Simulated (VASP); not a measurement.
# TcB: single point with LDA

Crystal: TcB.

```
Tc B
1.0
     2.88996    0.00000    0.00000
    -1.44497    2.50278    0.00000
     0.00000    0.00000    2.95534
Tc B
1 1
Cartesian
  0.0000 0.0000 0.0000
  0.0000 1.6685 1.4777
```

```json
{"Program": "VASP 6.6.1", "Task": "single point", "Functional": "LDA", "Potentials or basis": "VASP PAW LDA potentials, release 64 (Tc_pv, B)", "Cutoff": "500 eV", "k mesh": "9 × 9 × 8", "Occupations": "methfessel-paxton, width 0.1 eV", "Spin": "no spin polarisation", "Dipole correction": "no", "Further INCAR settings": "ALGO = Normal; EDIFF = 1e-06; NBANDS = 15"}
```

```
Pressure               : -17.4 GPa
Band gap on the k mesh : zero (bands 8 and 9 overlap by 2.32 eV)
```

Stress tensor (GPa, compression positive):
```
-16.44   0.00   0.00
  0.00 -16.44   0.00
  0.00   0.00 -19.41
```

Levels at points of the mesh, in eV from the Fermi level:
| k point | band 6 | band 7 | band 8 | band 9 | band 10 | band 11 |
| --- | --- | --- | --- | --- | --- | --- |
| (0.00, 0.00, 0.00) | -2.34 | -2.34 | 1.32 | 1.32 | 2.42 | 7.53 |
| (0.00, 0.00, 0.50) | -1.21 | -1.21 | -1.00 | -1.00 | 2.26 | 6.64 |

It took 7.2 s on 1 thread of AMD EPYC 9R45 96-Core Processor (Zen 5), on a shared host, peak memory 0.11 GiB.

Caveat: the cell stands under tension.
